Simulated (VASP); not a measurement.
A run of VASP 6.6.1:

File INCAR:

```
SYSTEM = Sn3Te
PREC = Accurate
ENCUT = 520
EDIFF = 1E-6
ISMEAR = -1
SIGMA = 0.1
LREAL = .FALSE.
LASPH = .TRUE.
NELM = 80
ALGO = Normal
ISIF = 2
LWAVE = .FALSE.
LCHARG = .FALSE.
GGA = PE
NBANDS = 32
```

Contents of KPOINTS:

```
regular mesh
0
G
  5 5 5
  0 0 0
```

POSCAR

```
Sn3Te
1.0
    4.9454004744      0.0000000000      0.0000000000
    0.0000000000      4.9454004744      0.0000000000
    0.0000000000      0.0000000000      4.9454004744
Sn Te
3 1
Direct
    0.5000000000      0.5000000000      0.0000000000
    0.5000000000      0.0000000000      0.5000000000
    0.0000000000      0.5000000000      0.5000000000
    0.0000000000      0.0000000000      0.0000000000
```

Potentials or basis: VASP PAW PBE potentials, release 64 (Sn_d, Te).

Command:

```console
$ cat potpaw_PBE.64/Sn_d/POTCAR potpaw_PBE.64/Te/POTCAR > POTCAR
$ mpirun -np 1 vasp_std > vasp.out
```

Hardware: 1 thread of AMD EPYC 7R13 (shared host).

Task: Estimate the wall time of this run.

Result: Wall time 66 s on 1 thread of AMD EPYC 7R13 (shared host), peak memory 0.22 GiB. Counts: scf iterations 11, k points 10.
